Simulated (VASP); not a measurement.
A run of VASP 6.6.1:

The input INCAR:

```
PREC = Accurate
ENCUT = 520
EDIFF = 1E-6
ISMEAR = -1
SIGMA = 0.1
LREAL = False
LASPH = True
NELM = 100
ALGO = Normal
ISIF = 2
LWAVE = False
LCHARG = False
GGA = PS
NBANDS = 13
```

KPOINTS

```
Automatic mesh
0
Gamma
  15 15 15
```

POSCAR

```
Ge
1.0
    0.0000000000      2.1542550890      2.1542550890
    2.1542550890      0.0000000000      2.1542550890
    2.1542550890      2.1542550890      0.0000000000
Ge
1
Direct
    0.0000000000      0.0000000000      0.0000000000
```

Potentials or basis: VASP PAW PBE potentials, release 64 (Ge_d).

Run with:

```console
$ cat potpaw_PBE.64/Ge_d/POTCAR > POTCAR
$ mpirun -np 1 vasp_std > vasp.out
```

Hardware: 1 thread of Intel(R) Xeon(R) 6975P-C (Granite Rapids) (shared host).

**Question.** Estimate the wall time of this run.

**Answer.** Wall time 6.9 s on 1 thread of Intel(R) Xeon(R) 6975P-C (Granite Rapids), on a shared host, peak memory 0.15 GiB. Counts: scf iterations 10, k points 120.
